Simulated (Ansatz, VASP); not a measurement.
# Two plane-wave programs on Sn2TeO3

INCAR

```
ALGO     = Normal         # electronic algorithm
EDIFF    = 1E-6           # SCF threshold, eV
EDIFFG   = -0.08          # ionic threshold
ENCUT    = 600            # plane-wave cutoff, eV
GGA      = PE             # functional
IBRION   = 2              # ionic algorithm
ISIF     = 3              # what is computed and relaxed
ISMEAR   = 0              # smearing method
LASPH    = True           # aspherical terms in the spheres
LCHARG   = False          # write CHGCAR
LREAL    = False          # projectors in reciprocal space
LWAVE    = False          # write WAVECAR
NELM     = 100            # most SCF steps
NSW      = 36             # ionic steps
PREC     = Accurate       # precision mode
SIGMA    = 0.15           # smearing width, eV
```

KPOINTS

```
k-points
0
Gamma
  3 2 2
```

POSCAR

```
Sn2TeO3
1.0
    3.5700000000      0.0000000000      0.0000000000
    0.0000000000      3.9600000000      3.9600000000
    0.0000000000     -3.9600000000      3.9600000000
Sn Te O
2 1 3
Direct
    0.0000000000      0.0000000000      0.0000000000
    0.5000000000      0.5000000000      0.5000000000
    0.0000000000      0.6750000000      0.6750000000
    0.5000000000      0.1950000000      0.8050000000
    0.5000000000      0.8050000000      0.1950000000
    0.0000000000      0.3050000000      0.3050000000
```

Input for Ansatz:

```yaml
crystal:
  lattice:
    - [3.57, 0.0, 0.0]
    - [0.0, 3.96, 3.96]
    - [0.0, -3.96, 3.96]
  atoms:
    - { symbol: Sn, position: [0.0, 0.0, 0.0] }
    - { symbol: Sn, position: [0.5, 0.5, 0.5] }
    - { symbol: Te, position: [0.0, 0.675, 0.675] }
    - { symbol: O, position: [0.5, 0.195, 0.805] }
    - { symbol: O, position: [0.5, 0.805, 0.195] }
    - { symbol: O, position: [0.0, 0.305, 0.305] }
basis:
  ecutwfc: 420
kpoints:
  mp_grid: { grid: [3, 2, 2] }
hamiltonian:
  xc: pbe
scf:
  occupations: { method: gaussian, width: 0.15 }
  lower_state_search: "off"
output:
  forces: true
  stress: true
  eigenvalues: true
relax:
  adjacent_minimum: "off"
  f_tol: 0.08
  max_steps: 16
  cell: { stress_tol: 0.8 }
```

Alike in both runs: task relaxation of cell and atoms; functional PBE; k mesh 3 × 2 × 2; occupations gaussian, width 0.15 eV; no spin polarisation.

|  | VASP | Ansatz |
| --- | --- | --- |
| version | VASP 6.6.1 | Ansatz 0.2.0 |
| potentials or method | VASP PAW PBE potentials, release 64 (Sn_d, Te, O), cutoff 600 eV | scalar-relativistic, plane waves, PAW |
| valence electrons in the cell | 52 | 62 |

```csv
,VASP,Ansatz,Ansatz less VASP
"gap on the k mesh at the Fermi level, each at its own relaxed structure (eV)",none,none,-
relaxed volume (Å³/atom),17.44,17.38,-0.054
relaxed cell length with the largest relative difference (Å),5.784,5.775,-0.0091
```

A gap of «none» marks a metal or a gap that the smearing closes. VASP's potentials hold 52 valence electrons a cell and Ansatz's 62, so a difference there can come from the potentials and not from the codes.

The k mesh is coarse, so the values compare programs but aren't converged. Spin-orbit coupling is off throughout.
